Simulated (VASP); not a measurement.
Input of a VASP 6.6.1 run:

The input INCAR:

```
PREC     = Accurate       # precision mode
ENCUT    = 520            # plane-wave cutoff, eV
EDIFF    = 1E-6           # SCF threshold, eV
ISMEAR   = 0              # smearing method
SIGMA    = 0.01           # smearing width, eV
LREAL    = F              # projectors in reciprocal space
LASPH    = T              # aspherical terms in the spheres
NELM     = 100            # most SCF steps
ALGO     = Normal         # electronic algorithm
ISIF     = 2              # what is computed and relaxed
LWAVE    = F              # write WAVECAR
LCHARG   = F              # write CHGCAR
GGA      = PS             # functional
IVDW     = 12             # dispersion correction
NBANDS   = 31             # bands
```

KPOINTS

```
regular mesh
0
Gamma
  12 12 4
```

The input POSCAR:

```
MgZn2O3
1.0
    2.9862493372     -0.0000000028      0.0000000000
   -1.4931246662      2.5861677895      0.0000000000
    0.0000000000      0.0000000000      7.2792952280
Mg Zn O
1 2 3
Direct
    0.0000000000      0.0000000000      0.0000000000
    0.3333333333      0.6666666667      0.6683984949
    0.6666666667      0.3333333333      0.3316015051
    0.3333333333      0.6666666667      0.1614387365
    0.6666666667      0.3333333333      0.8385612635
    0.0000000000      0.0000000000      0.5000000000
```

Potentials or basis: VASP PAW PBE potentials, release 64 (Mg, Zn, O).

The run is started by

```console
$ cat potpaw_PBE.64/Mg/POTCAR potpaw_PBE.64/Zn/POTCAR potpaw_PBE.64/O/POTCAR > POTCAR
$ mpirun -np 1 vasp_std > vasp.out
```

What does it give for the band gap on the k mesh?

1.98 eV.

What does it give for the dispersion energy per atom?

-0.238 eV.

Forces in eV/Å, atoms in the order of the input:
```
Mg   0.000  0.000  0.000
Zn   0.000  0.000  0.009
Zn   0.000  0.000 -0.009
O    0.000  0.000 -0.076
O    0.000  0.000  0.076
O    0.000  0.000  0.000
```

Caveat: the PAW data sets were made with another functional, which shifts forces and pressure a little.
